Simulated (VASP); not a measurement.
Input of a VASP 6.6.1 run:

INCAR

```
SYSTEM = Al2InAs3
ALGO = Normal
EDIFF = 1E-7
ENCUT = 520
GGA = PE
ISIF = 2
ISMEAR = 0
LASPH = .True.
LCHARG = .True.
LELF = .True.
LREAL = .False.
LVHAR = .True.
LWAVE = .False.
NBANDS = 26
NELM = 60
PREC = Accurate
SIGMA = 0.02
```

File KPOINTS:

```
k-points
0
Gamma
  10 10 10
  0 0 0
```

Contents of POSCAR:

```
Al2InAs3
1.0
   -2.0750725192      2.0750725192      8.8307484577
    2.0750725192     -2.0750725192      8.8307484577
    2.0750725192      2.0750725192     -8.8307484577
Al In As
2 1 3
Direct
    0.6706647140      0.6706647140      0.0000000000
    0.3293352860      0.3293352860      0.0000000000
    0.0000000000      0.0000000000      0.0000000000
    0.4073036446      0.9073036446      0.5000000000
    0.0926963554      0.5926963554      0.5000000000
    0.7500000000      0.2500000000      0.5000000000
```

Potentials or basis: VASP PAW PBE potentials, release 64 (Al, In_d, As).

Launch:

```console
$ cat potpaw_PBE.64/Al/POTCAR potpaw_PBE.64/In_d/POTCAR potpaw_PBE.64/As/POTCAR > POTCAR
$ mpirun -np 1 vasp_std > vasp.out
```

(1) What does it give for the pressure?

(2) Estimate the band gap on the k mesh.

## Answers

(1) 0.1 GPa.

(2) 0.84 eV.

Caveat: spin-orbit coupling is left out, which moves the levels of the heavy elements.
